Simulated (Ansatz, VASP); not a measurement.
# Two plane-wave programs on Cu

POSCAR

```
Cu
1.0
   -1.7660189281      1.4543951855      1.2949070362
    1.4543951855     -1.7660189281      1.2949070362
    3.3017865261      3.3017865261     -1.8656464914
Cu
2
Direct
    0.9586820061      0.0413179939      0.0000000000
    0.7913179939      0.2086820061      0.5000000000
```

INCAR.step1

```
PREC = Accurate
ENCUT = 520
ISMEAR = -1
SIGMA = 0.1
LREAL = False
LASPH = True
NELM = 60
NBANDS = 18
GGA = PE
ALGO = Normal
EDIFF = 1E-4
LWAVE = True
LCHARG = False
```

The input INCAR.step2:

```
PREC = Accurate
ENCUT = 520
EDIFF = 1E-6
ISMEAR = -1
SIGMA = 0.1
LREAL = False
LASPH = True
NELM = 60
ALGO = Normal
ISIF = 2
LWAVE = False
LCHARG = False
METAGGA = R2SCAN
LMIXTAU = True
NBANDS = 18
ISTART = 1
```

File KPOINTS:

```
Automatic mesh
0
Gamma
  18 18 9
```

Input for Ansatz:

```yaml
crystal:
  lattice:
    - [-1.7660189281, 1.4543951855, 1.2949070362]
    - [1.4543951855, -1.7660189281, 1.2949070362]
    - [3.3017865261, 3.3017865261, -1.8656464914]
  atoms:
    - { symbol: Cu, position: [0.9586820061, 0.0413179939, 0.0] }
    - { symbol: Cu, position: [0.7913179939, 0.2086820061, 0.5] }
hamiltonian:
  xc: r2scan
  pseudopotentials:
    kind: paw
    azcp:
      Cu: "pseudopotentials/Cu.paw.azcp"
basis:
  ecutwfc: 500
  fft_grid_basis: typed
kpoints:
  mp_grid: { grid: [18, 18, 9], shift: [0, 0, 0] }
magnetization:
  spin_polarized: false
scf:
  occupations: { method: fermi_dirac, width: 0.1 }
  lower_state_search: "off"
output:
  stress: true
```

Alike in both runs: task single point; functional r2SCAN; k mesh 18 × 18 × 9; occupations fermi-dirac, width 0.1 eV; no spin polarisation.

```csv
,VASP,Ansatz
version,VASP 6.6.1,Ansatz 0.2.0
potentials or method,"VASP PAW PBE potentials, release 64 (Cu), cutoff 520 eV","plane waves (500 eV) with PAW, scalar-relativistic"
valence electrons in the cell,22,38
```

```tsv
	VASP	Ansatz	Ansatz less VASP
pressure (GPa)	-13.2	-13.7	-0.56
traceless stress, the component that is largest in VASP (GPa)	0.31	0.28	-0.035
```

VASP's potentials were made for PBE, not for r2SCAN. VASP's potentials hold 22 valence electrons a cell and Ansatz's 38, so a difference there can come from the potentials and not from the codes.
